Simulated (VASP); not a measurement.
# CdAs2C (I-42d) in VASP: notebook

Runs on CdAs2C. Level: PBE. Tasks: relaxation of cell and atoms, single point.

Program: VASP 6.6.1. These are calculated values, not measurements. Logs are shortened: lines on timing, memory, paths and dates and some standing lists are left out, and cuts for length are marked.

## Step 1: The cell of the first run

The structure is tetragonal, space group I-42d (No. 122). Conventional cell: a = 5.199 Å, b = 5.199 Å, c = 10.398 Å, α = 90.00°, β = 90.00°, γ = 90.00°. Cd (site symmetry -4) has 4 As at 2.25 Å within 3.0 Å. As (site symmetry 2) has 2 Cd at 2.25 Å and 2 C at 2.25 Å within 3.0 Å. Within 3.0 Å of C (site symmetry -4) lie 4 As at 2.25 Å.

## Step 2: Relaxation of cell and atoms, PBE

INCAR reads:

```
SYSTEM = CdAs2C
  PREC = Accurate
  ENCUT = 600
  EDIFF = 1E-6
  ISMEAR = -1
  SIGMA = 0.02
  LREAL = .False.
  LASPH = .True.
  NELM = 100
  ALGO = Normal
  ISIF = 3
  LWAVE = .False.
  LCHARG = .False.
  GGA = PE
  IBRION = 2
  NSW = 80
  EDIFFG = -0.005
```

KPOINTS reads:

```
regular mesh
0
Gamma
  6 6 6
  0 0 0
```

POSCAR reads:

```
CdAs2C
1.0
   -2.5995773221      2.5995773221      5.1991546441
    2.5995773221     -2.5995773221      5.1991546441
    2.5995773221      2.5995773221     -5.1991546441
Cd As C
2 4 2
Direct
    0.0000000000      0.0000000000      0.0000000000
    0.7500000000      0.2500000000      0.5000000000
    0.3750000000      0.3750000000      0.5000000000
    0.1250000000      0.6250000000      0.0000000000
    0.8750000000      0.8750000000      0.5000000000
    0.6250000000      0.1250000000      0.0000000000
    0.5000000000      0.5000000000      0.0000000000
    0.2500000000      0.7500000000      0.5000000000
```

Potentials or basis: VASP PAW PBE potentials, release 64 (Cd, As, C).

Command:

```
$ cat potpaw_PBE.64/Cd/POTCAR potpaw_PBE.64/As/POTCAR potpaw_PBE.64/C/POTCAR > POTCAR
$ mpirun -np 1 vasp_std > vasp.out
```

OUTCAR:

```text
SYSTEM = CdAs2C
   PREC = Accurate
   ENCUT = 600
   EDIFF = 1E-6
   ISMEAR = -1
   LREAL = .False.
   LASPH = .True.
   NELM = 100
   ISIF = 3
   GGA = PE
   IBRION = 2
   NSW = 80
   EDIFFG = -0.005

 ion  position               nearest neighbor table
   1  0.000  0.000  0.000-   3 2.25   4 2.25   6 2.25   5 2.25   2 3.68   2 3.68   2 3.68   2 3.68

   2  0.750  0.250  0.500-   3 2.25   4 2.25   5 2.25   6 2.25   1 3.68   1 3.68   1 3.68   1 3.68

   3  0.375  0.375  0.500-   2 2.25   7 2.25   8 2.25   1 2.25
   4  0.125  0.625  0.000-   1 2.25   7 2.25   8 2.25   2 2.25
   5  0.875  0.875  0.500-   1 2.25   2 2.25   8 2.25   7 2.25
   6  0.625  0.125  0.000-   1 2.25   2 2.25   7 2.25   8 2.25
   7  0.500  0.500  0.000-   4 2.25   5 2.25   6 2.25   3 2.25
   8  0.250  0.750  0.500-   3 2.25   5 2.25   6 2.25   4 2.25

  LATTYP: Found a body centered tetragonal cell.
 ALAT       =     5.1991546442
 C/A-ratio  =     2.0000000000

  Lattice vectors:

 A1 = (  -2.5995773221,   2.5995773221,   5.1991546441)
 A2 = (   2.5995773221,  -2.5995773221,   5.1991546441)
 A3 = (   2.5995773221,   2.5995773221,  -5.1991546441)

Analysis of symmetry for initial positions (statically):
=====================================================================
 Subroutine PRICEL returns:
 Original cell was already a primitive cell.

 Routine SETGRP: Setting up the symmetry group for a
 body centered tetragonal supercell.

 Subroutine GETGRP returns: Found  8 space group operations
 (whereof  4 operations were pure point group operations)
 out of a pool of 16 trial point group operations.

The static configuration has the point symmetry S_4 .
 The point group associated with its full space group is D_2d.

Analysis of symmetry for dynamics (positions and initial velocities):
=====================================================================
 Subroutine PRICEL returns:
 Original cell was already a primitive cell.

 Routine SETGRP: Setting up the symmetry group for a
 body centered tetragonal supercell.

 Subroutine GETGRP returns: Found  8 space group operations
 (whereof  4 operations were pure point group operations)
 out of a pool of 16 trial point group operations.

The dynamic configuration has the point symmetry S_4 .
 The point group associated with its full space group is D_2d.

 Subroutine INISYM returns: Found  8 space group operations
 (whereof  4 operations are pure point group operations),
 and found     1 'primitive' translations

----------------------------------------------------------------------------------------

                                     Primitive cell

  volume of cell :     140.5394

  direct lattice vectors                    reciprocal lattice vectors
    -2.599577322  2.599577322  5.199154644     0.000000000  0.192338961  0.096169480
     2.599577322 -2.599577322  5.199154644     0.192338961  0.000000000  0.096169480
     2.599577322  2.599577322 -5.199154644     0.192338961  0.192338961  0.000000000

  length of vectors
     6.367637986  6.367637986  6.367637986     0.215041495  0.215041495  0.272008367

  position of ions in fractional coordinates (direct lattice)
     0.000000000  0.000000000  0.000000000
     0.750000000  0.250000000  0.500000000
     0.375000000  0.375000000  0.500000000
     0.125000000  0.625000000  0.000000000
     0.875000000  0.875000000  0.500000000
     0.625000000  0.125000000  0.000000000
     0.500000000  0.500000000  0.000000000
     0.250000000  0.750000000  0.500000000

  ion indices of the primitive-cell ions
   primitive index   ion index
                 1           1
                 2           2
                 3           3
                 4           4
                 5           5
                 6           6
                 7           7
                 8           8

----------------------------------------------------------------------------------------

 KPOINTS: regular mesh

Automatic generation of k-mesh.
 Grid dimensions read from file:
 generate k-points for:    6    6    6

 Generating k-lattice:

  Cartesian coordinates                     Fractional coordinates (reciprocal lattice)
     0.000000000  0.032056493  0.016028247     0.166666667  0.000000000  0.000000000
     0.032056493  0.000000000  0.016028247     0.000000000  0.166666667  0.000000000
     0.032056493  0.032056493  0.000000000     0.000000000  0.000000000  0.166666667

  Length of vectors
     0.035840249  0.035840249  0.045334728

  Shift w.r.t. Gamma in fractional coordinates (k-lattice)
     0.000000000  0.000000000  0.000000000

 Subroutine IBZKPT returns following result:
 ===========================================

 Found     30 irreducible k-points:

 Following reciprocal coordinates:
            Coordinates               Weight
  0.000000  0.000000  0.000000      1.000000
  0.166667  0.000000 -0.000000      8.000000
  0.333333  0.000000  0.000000      8.000000
  0.500000 -0.000000  0.000000      4.000000
  0.166667  0.166667 -0.000000      8.000000
  0.333333  0.166667  0.000000     16.000000
[... 16 lines left out ...]
 -0.333333 -0.333333  0.166667      8.000000
 -0.166667 -0.333333  0.166667      8.000000
 [... further k-points ...]
   k-points           NKPTS =     30   k-points in BZ     NKDIM =     30   number of bands    NBANDS=     31
   number of dos      NEDOS =    301   number of ions     NIONS =      8
   total plane-waves  NPLWV = 157464
   dimension x,y,z NGX =    54 NGY =   54 NGZ =   54
   dimension x,y,z NGXF=   108 NGYF=  108 NGZF=  108
   ions per type =               2   4   2
   NGX,Y,Z   is equivalent  to a cutoff of  14.10, 14.10, 14.10 a.u.
   NGXF,Y,Z  is equivalent  to a cutoff of  28.20, 28.20, 28.20 a.u.
 SYSTEM =  CdAs2C
   PREC   = accura    normal or accurate (medium, high low for compatibility)
   ISTART =      0    job   : 0-new  1-cont  2-samecut
   ICHARG =      2    charge: 1-file 2-atom 10-const
   ISPIN  =      1    spin polarized calculation?
   LNONCOLLINEAR =      F non collinear calculations
   LSORBIT =      F    spin-orbit coupling
   LASPH  =      T    aspherical Exc in radial PAW
   ENCUT  =  600.0 eV  44.10 Ry    6.64 a.u.  12.72 12.72 12.72*2*pi/ulx,y,z
   NELM   =    100;   NELMIN=  2; NELMDL= -5     # of ELM steps
   EDIFF  = 0.1E-05   stopping-criterion for ELM
   LREAL  =      F    real-space projection
   EDIFFG = -.5E-02   stopping-criterion for IOM
   NSW    =     80    number of steps for IOM
   IBRION =      2    ionic relax: 0-MD 1-quasi-New 2-CG
   NFREE  =      1    steps in history (QN), initial steepest desc. (CG)
   ISIF   =      3    stress and relaxation
   ISYM   =      2    0-nonsym 1-usesym 2-fastsym
   POTIM  = 0.5000    time-step for ionic-motion
   TEBEG  =    0.0;   TEEND  =   0.0 temperature during run
   PSTRESS=    0.0 pullay stress
   NELECT =      52.0000    total number of electrons
   NUPDOWN=      -1.0000    fix difference up-down
   EMIN   =  10.00;   EMAX   =-10.00  energy-range for DOS
   EFERMI =   0.00;   METHOD = LEGACY
   ISMEAR =    -1;   SIGMA  =   0.02  broadening in eV -4-tet -1-fermi 0-gaus
   EFERMI_NEDOS =   21; number of points for ismear=-14 and -15
   IALGO  =     38    algorithm
   IMIX   =      4    mixing-type and parameters
     AMIX     =   0.40;   BMIX     =  1.00
     AMIX_MAG =   1.60;   BMIX_MAG =  1.00
  volume/ion in A,a.u.               =      17.57       118.55
  Fermi-wavevector in a.u.,A,eV,Ry     =   1.175285  2.220967 18.793659  1.381295
  Thomas-Fermi vector in A             =   2.311668
   LORBIT       =      0    0 simple, 1 ext, 2 COOP (PROOUT), +10 PAW based schemes
   GGA     = PE    functional components
   LHFCALC =     F    Hartree Fock is set to
   AEXX    =    0.0000 exact exchange contribution
   IVDW    =     0    specifies the selected vdW correction
   LEPSILON=     F    determine dielectric tensor
   LRPA    =     F    only Hartree local field effects (RPA)
 conjugate gradient relaxation of ions
 non-spin polarized calculation
  energy-cutoff  :      600.00
  volume of cell :      140.54
 maximum number of plane-waves:      4725
 NGX is ok and might be reduce to    54
   NGX = 25   NGY = 25   NGZ = 25

--------------------------------------- Ionic step        1  -------------------------------------------

 number of electron      51.9999998 magnetization

 Free energy of the ion-electron system (eV)
  ---------------------------------------------------
  ext. energy  EPLUGINS =         0.00000000
  ---------------------------------------------------
  free energy    TOTEN  =       -26.76359789 eV

  energy without entropy =      -26.76320042  energy(sigma->0) =      -26.76339916

------------------------ aborting loop because EDIFF is reached ----------------------------------------

  FORCE on cell =-STRESS in cart. coord.  units (eV):
  Direction    XX          YY          ZZ          XY          YZ          ZX
  --------------------------------------------------------------------------------------
  -------------------------------------------------------------------------------------
  Total       20.9950754     20.9950754     20.8872812      0.0000000     -0.0000000      0.0000000
  in kB      239.3480069    239.3480069    238.1191316      0.0000000     -0.0000000      0.0000000
  external PRESSURE =     238.9383818 kB  Pullay stress =       0.0000000 kB
[... 107 lines left out ...]
  FREE ENERGIE OF THE ION-ELECTRON SYSTEM (eV)
  ---------------------------------------------------
  free  energy   TOTEN  =       -32.0179298519 eV

  energy  without entropy=      -32.0174916334  energy(sigma->0) =      -32.01771074

 E-fermi :   3.8636     XC(G=0):  -9.9412

 val. band max:        3.8415405626   @ k =  -0.3333   0.3333   0.3333
 cond. band min:       4.3047026662   @ k =   0.0000   0.0000   0.0000
 fundamental gap:      0.4631621036
 Fermi energy:         3.8635543227

 k-point     1 :       0.0000    0.0000    0.0000
  band No.  band energies     occupation
      1     -11.2013      2.00000
      2      -8.2352      2.00000
      3      -7.3050      2.00000
      4      -7.3050      2.00000
      5      -7.2350      2.00000
      6      -4.8595      2.00000
[... 805 lines left out ...]
     30       5.7375      0.00000
     31       6.3216      0.00000

 [... further k-points ...]

[... ionic steps 4 to 17 ...]

--------------------------------------- Ionic step       18  -------------------------------------------

 number of electron      51.9999998 magnetization

------------------------ aborting loop because EDIFF is reached ----------------------------------------
[... 79 lines left out ...]
--------------------------------------- Ionic step       20  -------------------------------------------

 number of electron      51.9999998 magnetization

 Free energy of the ion-electron system (eV)
  ---------------------------------------------------
  ext. energy  EPLUGINS =         0.00000000
  ---------------------------------------------------
  free energy    TOTEN  =       -33.91943348 eV

  energy without entropy =      -33.91916182  energy(sigma->0) =      -33.91929765

 E-fermi :   4.2247     XC(G=0): -10.1095

 val. band max:        4.2110242583   @ k =   0.0000   0.0000   0.0000
 cond. band min:       4.2358831793   @ k =   0.0000   0.0000   0.0000
 fundamental gap:      0.0248589210
 Fermi energy:         4.2247445981

 k-point     1 :       0.0000    0.0000    0.0000
  band No.  band energies     occupation
      1     -11.0649      2.00000
      2      -7.9823      2.00000
      3      -7.1513      2.00000
      4      -7.1513      2.00000
      5      -6.9050      2.00000
      6      -4.6734      2.00000
[... 842 lines left out ...]
  FREE ENERGIE OF THE ION-ELECTRON SYSTEM (eV)
  ---------------------------------------------------
  free  energy   TOTEN  =       -33.9194334816 eV

  energy  without entropy=      -33.9191618203  energy(sigma->0) =      -33.91929765

 reached required accuracy - stopping structural energy minimisation
```

It took 23 min on 1 thread of Intel Xeon 6975P-C (Granite Rapids), shared host; peak memory 0.57 GiB.

Results:

| Quantity | Value |
| --- | --- |
| Free energy | -33.9194 eV |
| Relaxed volume | 19.09 Å³/atom |
| Relaxed cell | a = 6.123 Å, b = 6.123 Å, c = 6.123 Å, α = 123.55°, β = 123.55°, γ = 83.96° |
| Space group after relaxing (to 0.1 Å) | I-42d (No. 122) |
| Energy gained by relaxing | 894.5 meV/atom |
| Ionic steps | 20 |
| Pressure after relaxing | 0.0 GPa |
| Largest force after relaxing | 0.004 eV/Å |
| Band gap on the k mesh | 0.02 eV |

Forces on the atoms (eV/Å):
```
Cd   0.000  0.000  0.000
Cd   0.000  0.000  0.000
As   0.004  0.000  0.000
As   0.000  0.004  0.000
As  -0.004  0.000  0.000
As   0.000 -0.004  0.000
C    0.000  0.000  0.000
C    0.000  0.000  0.000
```

Step by step:
| step | energy change (eV) | largest force (eV/Å) | pressure (GPa) | volume (Å³) |
| --- | --- | --- | --- | --- |
| 1 | 0.0000 | 7.3195 | 23.89 | 140.54 |
| 2 | -4.5041 | 0.5499 | -10.81 | 200.85 |
| 3 | -5.2543 | 1.7049 | -6.70 | 178.83 |
| 4 | -5.2559 | 1.7744 | -6.41 | 177.89 |
| 5 | -6.4649 | 0.9358 | -3.10 | 163.29 |
| 6 | -6.8184 | 0.0241 | 1.39 | 152.64 |
| 7 | -6.9788 | 0.1195 | 0.15 | 154.65 |
| 8 | -7.0888 | 0.3296 | -1.86 | 158.01 |
| 9 | -7.1491 | 0.1803 | 0.58 | 151.83 |
| 10 | -7.1492 | 0.1862 | 0.47 | 152.05 |
| 11 | -7.1550 | 0.0219 | -0.23 | 153.07 |
| 12 | -7.1555 | 0.0217 | -0.09 | 152.86 |
| 13 | -7.1557 | 0.0028 | 0.07 | 152.56 |
| 14 | -7.1557 | 0.0051 | 0.04 | 152.60 |
| 15 | -7.1557 | 0.0033 | 0.00 | 152.69 |
| 16 | -7.1558 | 0.0108 | -0.03 | 152.76 |
| 17 | -7.1558 | 0.0079 | 0.00 | 152.74 |
| 18 | -7.1558 | 0.0053 | 0.02 | 152.72 |
| 19 | -7.1558 | 0.0051 | 0.02 | 152.72 |
| 20 | -7.1558 | 0.0045 | 0.03 | 152.71 |

Final structure:
```xyz
8
Lattice="-2.8961 2.8961 4.5518 2.8961 -2.8961 4.5518 2.8961 2.8961 -4.5518" Properties=species:S:1:pos:R:3 pbc="T T T"
Cd    0.0000    0.0000    0.0000
Cd    0.0000    2.8961    2.2759
As    1.9521    1.4481    1.1380
As    1.4481   -0.9440    3.4139
As    0.9440    1.4481    5.6898
As    1.4481    3.8401   -1.1380
C     0.0000    0.0000    4.5518
C     2.8961    0.0000    2.2759
```

Levels at points of the mesh, in eV from the valence-band top:
```csv
k point,band 23,band 24,band 25,band 26,band 27,band 28,band 29,band 30
"(0.00, 0.00, 0.00)",-2.70,-0.87,-0.87,0.00,0.02,0.26,0.43,2.57
"(0.50, 0.00, 0.00)",-2.30,-2.07,-0.78,-0.62,1.35,1.73,2.35,2.66
"(0.50, 0.50, 0.00)",-1.62,-1.62,-0.99,-0.99,0.61,0.61,1.98,1.98
"(0.50, 0.50, 0.50)",-2.75,-2.75,-0.55,-0.55,0.82,0.82,1.88,1.88
```

Caveat: semilocal functionals underestimate gaps, and a narrow one can read as zero.

## Step 3: Single point, PBE

This run uses another cell than the first one, of 18.51 Å³/atom.

INCAR reads:

```
ALGO = Normal ; EDIFF = 1E-6
ENCUT = 700 ; GGA = PE
GGA_COMPAT = False ; ISIF = 2
ISMEAR = -1 ; LASPH = True
LCHARG = False ; LREAL = False
LWAVE = False ; NBANDS = 64
NELM = 120 ; PREC = Accurate
SIGMA = 0.02
```

KPOINTS reads:

```
k-points
0
Gamma
  6 6 6
```

POSCAR reads:

```
CdAs2C
1.0
   -2.8679541182      2.8679541182      4.4997870049
    2.8679541182     -2.8679541182      4.4997870049
    2.8679541182      2.8679541182     -4.4997870049
Cd As C
2 4 2
Direct
    0.0000000000      0.0000000000      0.0000000000
    0.7500000000      0.2500000000      0.5000000000
    0.3750000000      0.4615929393      0.5865929393
    0.2115929393      0.6250000000      0.0865929393
    0.8750000000      0.7884070607      0.4134070607
    0.5384070607      0.1250000000     -0.0865929393
    0.5000000000      0.5000000000      0.0000000000
    0.2500000000      0.7500000000      0.5000000000
```

Potentials or basis: VASP PAW PBE potentials, release 64 (Cd_sv_GW, As_d, C).

Command:

```
$ cat potpaw_PBE.64/Cd_sv_GW/POTCAR potpaw_PBE.64/As_d/POTCAR potpaw_PBE.64/C/POTCAR > POTCAR
$ mpirun -np 1 vasp_std > vasp.out
```

Wall time 12 min (1 thread of Intel Xeon Platinum 8375C at 2.90GHz (Ice Lake), shared host); peak memory 0.65 GiB.

The run converged. Its results:

```yaml
Free_energy: -34.0791 eV
Pressure: 2.2 GPa
Largest_force: 0.025 eV/Å
Band_gap_on_the_k_mesh: 0.20 eV
```

Forces in eV/Å, atoms in the order of the input:
```
Cd   0.000  0.000  0.000
Cd   0.000  0.000  0.000
As   0.025  0.000  0.000
As   0.000  0.025  0.000
As  -0.025  0.000  0.000
As   0.000 -0.025  0.000
C    0.000  0.000  0.000
C    0.000  0.000  0.000
```

Stress tensor (GPa, compression positive):
```
2.32 0.00 0.00
0.00 2.32 0.00
0.00 0.00 1.89
```

Levels at points of the mesh, in eV from the valence-band top:
| k point | band 50 | band 51 | band 52 | band 53 | band 54 | band 55 | band 56 | band 57 | band 58 | band 59 |
| --- | --- | --- | --- | --- | --- | --- | --- | --- | --- | --- |
| (0.00, 0.00, 0.00) | -2.81 | -2.81 | -0.91 | -0.91 | 0.00 | 0.20 | 0.25 | 0.41 | 2.65 | 2.65 |
| (0.50, 0.00, 0.00) | -3.67 | -2.35 | -2.15 | -0.78 | -0.65 | 1.39 | 1.84 | 2.40 | 2.74 | 3.48 |
| (0.50, 0.50, 0.00) | -2.97 | -1.67 | -1.67 | -1.02 | -1.02 | 0.68 | 0.68 | 2.05 | 2.05 | 3.34 |
| (0.50, 0.50, 0.50) | -3.07 | -2.76 | -2.76 | -0.59 | -0.59 | 0.81 | 0.81 | 1.91 | 1.91 | 3.07 |

Caveat: semilocal functionals underestimate gaps, and a narrow one can read as zero.
